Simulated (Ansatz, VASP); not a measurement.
Li: VASP beside Ansatz

Contents of INCAR:

```
PREC = Accurate
ENCUT = 600
EDIFF = 1E-7
ISMEAR = -1
SIGMA = 0.05
LREAL = F
LASPH = T
NELM = 80
ALGO = Normal
ISIF = 3
LWAVE = F
LCHARG = F
GGA = PS
IBRION = 2
NSW = 80
EDIFFG = -0.005
```

File KPOINTS:

```
regular mesh
0
Gamma
  11 11 11
```

The input POSCAR:

```
Li
1.0
   -1.7546500000      1.7546500000      1.7546500000
    1.7546500000     -1.7546500000      1.7546500000
    1.7546500000      1.7546500000     -1.7546500000
Li
1
Direct
    0.0000000000      0.0000000000      0.0000000000
```

input.yaml

```yaml
crystal:
  lattice:
    - [-1.75465, 1.75465, 1.75465]
    - [1.75465, -1.75465, 1.75465]
    - [1.75465, 1.75465, -1.75465]
  atoms:
    - { symbol: Li, position: [0.0, 0.0, 0.0] }
kpoints:
  mp_grid: { grid: [11, 11, 11] }
scf:
  occupations: { method: fermi_dirac, width: 0.05 }
hamiltonian:
  xc: pbesol
  pseudopotentials: { kind: all_electron, lapw: { basis_error: 0.001 } }
output:
  forces: true
  stress: true
relax:
  f_tol: 0.005
  max_steps: 60
  cell: {}
```

Alike in both runs: task relaxation of cell and atoms; functional PBEsol; k mesh 11 × 11 × 11; occupations fermi-dirac, width 0.05 eV; no spin polarisation.

```csv
,VASP,Ansatz
version,VASP 6.6.1,Ansatz 0.2.0
potentials or method,"VASP PAW PBE potentials, release 64 (Li_sv), cutoff 600 eV","all-electron LAPW, scalar-relativistic"
```

|  | VASP | Ansatz | Ansatz less VASP |
| --- | --- | --- | --- |
| relaxed volume (Å³/atom) | 19.96 | 20.16 | +0.203 |
| relaxed cell length with the largest relative difference (Å) | 2.960 | 2.970 | +0.0100 |

VASP's potentials were made for PBE, not for PBEsol. Ansatz ran all-electron here, and VASP with PAW potentials.

Noted on VASP's run: the cutoff is short for stress, so the pressure is rough.
